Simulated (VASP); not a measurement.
# Pb (Fm-3m) in VASP: a series of runs

Runs on Pb. Level: LDA. Tasks: single point, relaxation of cell and atoms.

Everything below comes from runs of VASP 6.6.1. Logs are shortened: lines on timing, memory, paths and dates and some standing lists are left out, and cuts for length are marked.

## (1) The cell of the first run

The structure is cubic, space group Fm-3m (No. 225). Conventional cell: a = 4.107 Å, b = 4.107 Å, c = 4.107 Å, α = 90.00°, β = 90.00°, γ = 90.00°. Pb (site symmetry m-3m) has 12 Pb at 2.90 Å within 3.8 Å.

## (2) Single point, LDA

Input file INCAR:

```
SYSTEM = Pb
PREC     = Accurate       ! precision mode
ENCUT    = 520            ! plane-wave cutoff, eV
EDIFF    = 1E-6           ! SCF threshold, eV
ISMEAR   = -1             ! smearing method
SIGMA    = 0.05           ! smearing width, eV
LREAL    = .False.        ! projectors in reciprocal space
LASPH    = .True.         ! aspherical terms in the spheres
NELM     = 100            ! most SCF steps
ALGO     = Normal         ! electronic algorithm
ISIF     = 2              ! what is computed and relaxed
LWAVE    = .False.        ! write WAVECAR
LCHARG   = .True.         ! write CHGCAR
LELF     = .True.         ! ELF
LVHAR    = .True.       
NBANDS   = 13             ! bands
```

Input file KPOINTS:

```
Automatic mesh
0
Gamma
  16 16 16
  0 0 0
```

Input file POSCAR:

```
Pb
1.0
    0.0000000000      2.0532857341      2.0532857341
    2.0532857341      0.0000000000      2.0532857341
    2.0532857341      2.0532857341      0.0000000000
Pb
1
Direct
    0.0000000000      0.0000000000      0.0000000000
```

Potentials or basis: VASP PAW LDA potentials, release 64 (Pb_d).

The run is started by

```console
cat potpaw_LDA.64/Pb_d/POTCAR > POTCAR
mpirun -np 1 vasp_std > vasp.out
```

OUTCAR:

```text
SYSTEM = Pb
   PREC = Accurate
   ENCUT = 520
   EDIFF = 1E-6
   ISMEAR = -1
   LREAL = .False.
   LASPH = .True.
   NELM = 100
   ISIF = 2

 ion  position               nearest neighbor table
   1  0.000  0.000  0.000-

  LATTYP: Found a face centered cubic cell.
 ALAT       =     4.1065714682

  Lattice vectors:

 A1 = (   0.0000000000,   2.0532857341,   2.0532857341)
 A2 = (   2.0532857341,   0.0000000000,   2.0532857341)
 A3 = (   2.0532857341,   2.0532857341,   0.0000000000)

Analysis of symmetry for initial positions (statically):
=====================================================================
 Subroutine PRICEL returns:
 Original cell was already a primitive cell.

 Routine SETGRP: Setting up the symmetry group for a
 face centered cubic supercell.

 Subroutine GETGRP returns: Found 48 space group operations
 (whereof 48 operations were pure point group operations)
 out of a pool of 48 trial point group operations.

The static configuration has the point symmetry O_h .

Analysis of symmetry for dynamics (positions and initial velocities):
=====================================================================
 Subroutine PRICEL returns:
 Original cell was already a primitive cell.

 Routine SETGRP: Setting up the symmetry group for a
 face centered cubic supercell.

 Subroutine GETGRP returns: Found 48 space group operations
 (whereof 48 operations were pure point group operations)
 out of a pool of 48 trial point group operations.

The dynamic configuration has the point symmetry O_h .

 Subroutine INISYM returns: Found 48 space group operations
 (whereof 48 operations are pure point group operations),
 and found     1 'primitive' translations

----------------------------------------------------------------------------------------

                                     Primitive cell

  volume of cell :      17.3132

  direct lattice vectors                    reciprocal lattice vectors
     0.000000000  2.053285734  2.053285734    -0.243512138  0.243512138  0.243512138
     2.053285734  0.000000000  2.053285734     0.243512138 -0.243512138  0.243512138
     2.053285734  2.053285734  0.000000000     0.243512138  0.243512138 -0.243512138

  length of vectors
     2.903784533  2.903784533  2.903784533     0.421775396  0.421775396  0.421775396

  position of ions in fractional coordinates (direct lattice)
     0.000000000  0.000000000  0.000000000

  ion indices of the primitive-cell ions
   primitive index   ion index
                 1           1

----------------------------------------------------------------------------------------

 KPOINTS: Automatic mesh

Automatic generation of k-mesh.
 Grid dimensions read from file:
[... 79 lines left out ...]
   EFERMI =   0.00;   METHOD = LEGACY
   ISMEAR =    -1;   SIGMA  =   0.05  broadening in eV -4-tet -1-fermi 0-gaus
   EFERMI_NEDOS =   21; number of points for ismear=-14 and -15
   IALGO  =     38    algorithm
   IMIX   =      4    mixing-type and parameters
     AMIX     =   0.40;   BMIX     =  1.00
     AMIX_MAG =   1.60;   BMIX_MAG =  1.00
  volume/ion in A,a.u.               =      17.31       116.84
  Fermi-wavevector in a.u.,A,eV,Ry     =   1.525193  2.882197 31.650056  2.326214
  Thomas-Fermi vector in A             =   2.633397
   LORBIT       =      0    0 simple, 1 ext, 2 COOP (PROOUT), +10 PAW based schemes
   GGA     = CA    functional components
   LHFCALC =     F    Hartree Fock is set to
   AEXX    =    0.0000 exact exchange contribution
   IVDW    =     0    specifies the selected vdW correction
   LEPSILON=     F    determine dielectric tensor
   LRPA    =     F    only Hartree local field effects (RPA)
 non-spin polarized calculation
  energy-cutoff  :      520.00
  volume of cell :       17.31
 maximum number of plane-waves:       489
 NGX is ok and might be reduce to    24
   NGX = 11   NGY = 11   NGZ = 11

 number of electron      14.0000002 magnetization

 Free energy of the ion-electron system (eV)
  ---------------------------------------------------
  ext. energy  EPLUGINS =         0.00000000
  ---------------------------------------------------
  free energy    TOTEN  =        -2.08774181 eV

  energy without entropy =       -2.08388763  energy(sigma->0) =       -2.08581472

 E-fermi :  15.9923     XC(G=0): -13.4310

 val. band max:       15.9668041721   @ k =  -0.2500   0.1250   0.0000
 cond. band min:      16.0207706786   @ k =  -0.3750   0.2500   0.0000
 fundamental gap:      0.0539665065
 Fermi energy:        15.9923481342

 k-point     1 :       0.0000    0.0000    0.0000
  band No.  band energies     occupation
      1      -2.8066      2.00000
      2      -2.8066      2.00000
      3      -2.8066      2.00000
      4      -2.1283      2.00000
      5      -2.1283      2.00000
      6      -1.6581      2.00000
      7      24.6658      0.00000
      8      27.1227      0.00000
      9      27.1227      0.00000
     10      27.1227      0.00000
     11      33.2180      0.00000
     12      33.4538      0.00000
     13      33.4538      0.00000
[... 354 lines left out ...]
  band No.  band energies     occupation
      1      -2.8395      2.00000
      2      -2.7507      2.00000
      3      -2.7369      2.00000
      4      -2.1701      2.00000
      5      -2.1162      2.00000
      6      -1.3035      2.00000
      7      24.4013      0.00000
      8      24.9157      0.00000
      9      26.4383      0.00000
     10      27.6745      0.00000
     11      31.4020      0.00000
     12      33.2294      0.00000
     13      33.3590      0.00000

 [... further k-points ...]

------------------------ aborting loop because EDIFF is reached ----------------------------------------

  FORCE on cell =-STRESS in cart. coord.  units (eV):
  Direction    XX          YY          ZZ          XY          YZ          ZX
  --------------------------------------------------------------------------------------
  -------------------------------------------------------------------------------------
  Total       10.5754780     10.5754780     10.5754780     -0.0000000     -0.0000000      0.0000000
  in kB      978.6613198    978.6613198    978.6613198     -0.0000000     -0.0000000      0.0000000
  external PRESSURE =     978.6613198 kB  Pullay stress =       0.0000000 kB

 VOLUME and BASIS-vectors are now :
 -----------------------------------------------------------------------------
  energy-cutoff  :      520.00
  volume of cell :       17.31
      direct lattice vectors                 reciprocal lattice vectors
     0.000000000  2.053285734  2.053285734    -0.243512138  0.243512138  0.243512138
     2.053285734  0.000000000  2.053285734     0.243512138 -0.243512138  0.243512138
     2.053285734  2.053285734  0.000000000     0.243512138  0.243512138 -0.243512138

 POSITION                                       TOTAL-FORCE (eV/Angst)
 -----------------------------------------------------------------------------------
      0.00000      0.00000      0.00000        -0.000000      0.000000      0.000000
 -----------------------------------------------------------------------------------
    total drift:                               -0.000000      0.000000     -0.000000

  FREE ENERGIE OF THE ION-ELECTRON SYSTEM (eV)
  ---------------------------------------------------
  free  energy   TOTEN  =        -2.0877418145 eV

  energy  without entropy=       -2.0838876321  energy(sigma->0) =       -2.08581472
```

OSZICAR:

```text
N       E                     dE             d eps       ncg     rms          rms(c)
DAV:   1     0.104202397311E+03    0.10420E+03   -0.73217E+03  3926   0.152E+03
DAV:   2     0.196186029939E+01   -0.10224E+03   -0.98338E+02  3960   0.332E+02
DAV:   3    -0.210605335236E+01   -0.40679E+01   -0.40477E+01  4699   0.717E+01
DAV:   4    -0.217829584680E+01   -0.72242E-01   -0.72220E-01  4536   0.899E+00
DAV:   5    -0.218071429052E+01   -0.24184E-02   -0.24184E-02  5139   0.160E+00    0.169E+00
DAV:   6    -0.211730732583E+01    0.63407E-01   -0.33177E-02  5504   0.437E+00    0.837E-01
DAV:   7    -0.208959422727E+01    0.27713E-01   -0.18991E-02  6067   0.292E+00    0.117E-01
DAV:   8    -0.208773828708E+01    0.18559E-02   -0.10741E-03  4915   0.599E-01    0.130E-02
DAV:   9    -0.208774148201E+01   -0.31949E-05   -0.18542E-05  5118   0.582E-02    0.797E-03
DAV:  10    -0.208774181448E+01   -0.33247E-06   -0.66140E-07  3459   0.928E-03
   1 F= -.20877418E+01 E0= -.20858147E+01  d E =-.385418E-02
```

It took 15 s on 1 thread of Intel Xeon 6975P-C, shared host; peak memory 0.15 GiB.

Results:

| Quantity | Value |
| --- | --- |
| Free energy | -2.0877 eV |
| Pressure | 97.9 GPa |
| Band gap on the k mesh | zero (band 7 reaches 24.70 eV, above the bottom of band 8 at 12.93 eV) |

Levels at points of the mesh, in eV from the Fermi level:
```csv
k point,band 3,band 4,band 5,band 6,band 7,band 8,band 9,band 10,band 11,band 12
"(0.00, 0.00, 0.00)",-18.80,-18.12,-18.12,-17.65,8.67,11.13,11.13,11.13,17.23,17.46
"(0.50, 0.00, 0.00)",-18.77,-17.54,-17.54,-9.10,-8.34,8.22,8.42,8.42,15.11,15.11
"(0.50, 0.50, 0.00)",-17.57,-17.39,-17.39,-6.70,-6.09,1.91,1.91,7.61,9.00,20.43
```

Caveat: spin-orbit coupling is left out, which moves the levels of the heavy elements.

## (3) Relaxation of cell and atoms, LDA, target pressure 97 GPa, at which the enthalpy is minimised

Input file INCAR:

```
SYSTEM = Pb
PREC = Accurate ; ENCUT = 600
EDIFF = 1E-6 ; ISMEAR = -1
SIGMA = 0.05 ; LREAL = .False.
LASPH = .True. ; NELM = 60
ALGO = Normal ; ISIF = 3
LWAVE = .False. ; LCHARG = .False.
IBRION = 2 ; NSW = 60
EDIFFG = -0.005 ; PSTRESS = 970.0
```

Input file KPOINTS:

```
regular mesh
0
Gamma
  16 16 16
  0 0 0
```

Input file POSCAR:

```
Pb
1.0
    0.0000000000      2.0534532182      2.0534532182
    2.0534532182      0.0000000000      2.0534532182
    2.0534532182      2.0534532182      0.0000000000
Pb
1
Direct
    0.0000000000      0.0000000000      0.0000000000
```

Potentials or basis: VASP PAW LDA potentials, release 64 (Pb_d).

The run is started by

```console
cat potpaw_LDA.64/Pb_d/POTCAR > POTCAR
mpirun -np 1 vasp_std > vasp.out
```

OUTCAR:

```text
SYSTEM = Pb
   PREC = Accurate
   ENCUT = 600
   EDIFF = 1E-6
   ISMEAR = -1
   LREAL = .False.
   LASPH = .True.
   NELM = 60
   ISIF = 3
   IBRION = 2
   NSW = 60
   EDIFFG = -0.005
   PSTRESS = 970.0

 ion  position               nearest neighbor table
   1  0.000  0.000  0.000-

  LATTYP: Found a face centered cubic cell.
 ALAT       =     4.1069064364

  Lattice vectors:

 A1 = (   0.0000000000,   2.0534532182,   2.0534532182)
 A2 = (   2.0534532182,   0.0000000000,   2.0534532182)
 A3 = (   2.0534532182,   2.0534532182,   0.0000000000)

Analysis of symmetry for initial positions (statically):
=====================================================================
 Subroutine PRICEL returns:
 Original cell was already a primitive cell.

 Routine SETGRP: Setting up the symmetry group for a
[... 258 lines left out ...]
  band No.  band energies     occupation
      1      -2.8428      2.00000
      2      -2.8428      2.00000
      3      -2.8428      2.00000
      4      -2.1684      2.00000
      5      -2.1684      2.00000
      6      -1.6741      2.00000
      7      24.6280      0.00000
      8      27.0650      0.00000
      9      27.0650      0.00000
     10      27.0650      0.00000
     11      33.1531      0.00000
[... 309 lines left out ...]
 k-point    24 :      -0.0625    0.0625    0.0000
  band No.  band energies     occupation
      1      -2.8753      2.00000
      2      -2.7871      2.00000
      3      -2.7733      2.00000
      4      -2.2099      2.00000
      5      -2.1561      2.00000
      6      -1.3206      2.00000
      7      24.3570      0.00000
      8      24.8567      0.00000
      9      26.3820      0.00000
     10      27.6145      0.00000
     11      31.3400      0.00000

 [... further k-points ...]

------------------------ aborting loop because EDIFF is reached ----------------------------------------

  FORCE on cell =-STRESS in cart. coord.  units (eV):
  Direction    XX          YY          ZZ          XY          YZ          ZX
  --------------------------------------------------------------------------------------
  -------------------------------------------------------------------------------------
  Total       10.5081944     10.5081944     10.5081944     -0.0000000     -0.0000000      0.0000000
  in kB      970.1776194    970.1776194    970.1776194     -0.0000000     -0.0000000      0.0000000
  external PRESSURE =       0.1776194 kB  Pullay stress =     970.0000000 kB
[... 20 lines left out ...]
  energy  without entropy=       -2.1085621108  energy(sigma->0) =       -2.11048676

  enthalpy is  TOTEN    =         8.3938591248 eV   P V=       10.5062705371

 reached required accuracy - stopping structural energy minimisation
```

OSZICAR:

```text
N       E                     dE             d eps       ncg     rms          rms(c)
DAV:   1     0.105819757957E+03    0.10582E+03   -0.83487E+03  3302   0.197E+03
DAV:   2     0.150763127064E+01   -0.10431E+03   -0.10149E+03  3282   0.361E+02
DAV:   3    -0.211827545495E+01   -0.36259E+01   -0.35876E+01  3826   0.805E+01
[... 19 lines left out ...]
DAV:   2    -0.211521497032E+01    0.19229E-01   -0.36005E-02  3676   0.547E+00    0.280E-01
DAV:   3    -0.211240538896E+01    0.28096E-02   -0.99071E-03  4454   0.276E+00    0.209E-02
DAV:   4    -0.211240572744E+01   -0.33848E-06   -0.19197E-04  3550   0.173E-01    0.120E-02
DAV:   5    -0.211241169998E+01   -0.59725E-05   -0.55465E-05  3467   0.770E-02    0.549E-03
DAV:   6    -0.211241141231E+01    0.28767E-06   -0.21403E-06  3747   0.238E-02
   3 F= 0.83938591E+01 E0= 0.83957838E+01  d E =-.101758E-03
```

Run time: 32 s. Hardware: 1 thread of Intel Xeon 6975P-C, shared host; peak memory 0.16 GiB.

What came out:

* Free energy: -2.1124 eV
* Relaxed volume: 17.35 Å³/atom
* Relaxed cell: a = 2.906 Å, b = 2.906 Å, c = 2.906 Å, α = 60.00°, β = 60.00°, γ = 60.00°
* Space group after relaxing (to 0.05 Å): Fm-3m (No. 225)
* Energy change on relaxing (the enthalpy is what falls): -21.9 meV/atom
* Ionic steps: 3
* Pressure after relaxing: 97.0 GPa
* Band gap on the k mesh: zero (band 7 reaches 24.66 eV, above the bottom of band 8 at 12.89 eV)

Step by step:
```
step  energy change (eV)  largest force (eV/Å)  pressure (GPa)  volume (Å³)
   1              0.0000                0.0000           97.87        17.32
   2             -0.1410                0.0000           92.15        17.56
   3             -0.0219                0.0000           97.02        17.35
```

Final structure:
```yaml
crystal:
  lattice:
    - [0.00000, 2.05488, 2.05488]
    - [2.05488, 0.00000, 2.05488]
    - [2.05488, 2.05488, 0.00000]
  atoms:
    - { symbol: Pb, position: [0.00000, 0.00000, 0.00000] }
```

Caveat: the cell is relaxed towards a set pressure, so the enthalpy falls and the energy may rise; spin-orbit coupling is left out, which moves the levels of the heavy elements.

## (4) Relaxation of cell and atoms, LDA, target pressure 97 GPa, at which the enthalpy is minimised

Input file INCAR:

```
PREC = Accurate
ENCUT = 600
EDIFF = 1E-6
ISMEAR = -1
SIGMA = 0.05
LREAL = F
LASPH = T
NELM = 80
ALGO = Normal
ISIF = 3
LWAVE = F
LCHARG = F
GGA = CA
IBRION = 2
NSW = 32
EDIFFG = -0.005
PSTRESS = 970.0
```

Input file KPOINTS:

```
Automatic mesh
0
Gamma
  16 16 16
```

Input file POSCAR:

```
Pb
1.0
    0.0000000000      2.0532857341      2.0532857341
    2.0532857341      0.0000000000      2.0532857341
    2.0532857341      2.0532857341      0.0000000000
Pb
1
Direct
    0.0000000000      0.0000000000      0.0000000000
```

The run is started by

```console
cat potpaw_LDA.64/Pb_d/POTCAR > POTCAR
mpirun -np 1 vasp_std > vasp.out
```

Wall time 33 s (1 thread of Intel Xeon 6975P-C, shared host); peak memory 0.16 GiB.

The run converged. Its results:

```
Free energy                                            : -2.1124 eV
Relaxed volume                                         : 17.35 Å³/atom
Relaxed cell                                           : a = 2.906 Å, b = 2.906 Å, c = 2.906 Å, α = 60.00°, β = 60.00°, γ = 60.00°
Space group after relaxing (to 0.05 Å)                 : Fm-3m (No. 225)
Energy change on relaxing (the enthalpy is what falls) : -24.5 meV/atom
Ionic steps                                            : 3
Pressure after relaxing                                : 97.0 GPa
Band gap on the k mesh                                 : zero (band 7 reaches 24.66 eV, above the bottom of band 8 at 12.89 eV)
```

Step by step:
| step | energy change (eV) | largest force (eV/Å) | pressure (GPa) | volume (Å³) |
| --- | --- | --- | --- | --- |
| 1 | 0.0000 | 0.0000 | 97.98 | 17.31 |
| 2 | -0.1577 | 0.0000 | 91.58 | 17.58 |
| 3 | -0.0245 | 0.0000 | 97.02 | 17.35 |

Final structure:
```cif
data_structure
_symmetry_space_group_name_H-M 'P 1'
_symmetry_Int_Tables_number 1
_cell_length_a 2.9060
_cell_length_b 2.9060
_cell_length_c 2.9060
_cell_angle_alpha 60.000
_cell_angle_beta 60.000
_cell_angle_gamma 60.000
_cell_volume 17.35
loop_
_atom_site_label
_atom_site_type_symbol
_atom_site_fract_x
_atom_site_fract_y
_atom_site_fract_z
_atom_site_occupancy
Pb1 Pb 0.00000 0.00000 0.00000 1
```

Levels at points of the mesh, in eV from the Fermi level:
| k point | band 5 | band 6 | band 7 | band 8 | band 9 | band 10 |
| --- | --- | --- | --- | --- | --- | --- |
| (0.00, 0.00, 0.00) | -18.11 | -17.62 | 8.68 | 11.12 | 11.12 | 11.12 |
| (0.50, 0.00, 0.00) | -17.54 | -9.10 | -8.32 | 8.23 | 8.41 | 8.41 |
| (0.50, 0.50, 0.00) | -17.39 | -6.68 | -6.09 | 1.91 | 1.91 | 7.60 |

Caveat: the cell is relaxed towards a set pressure, so the enthalpy falls and the energy may rise; spin-orbit coupling is left out, which moves the levels of the heavy elements.
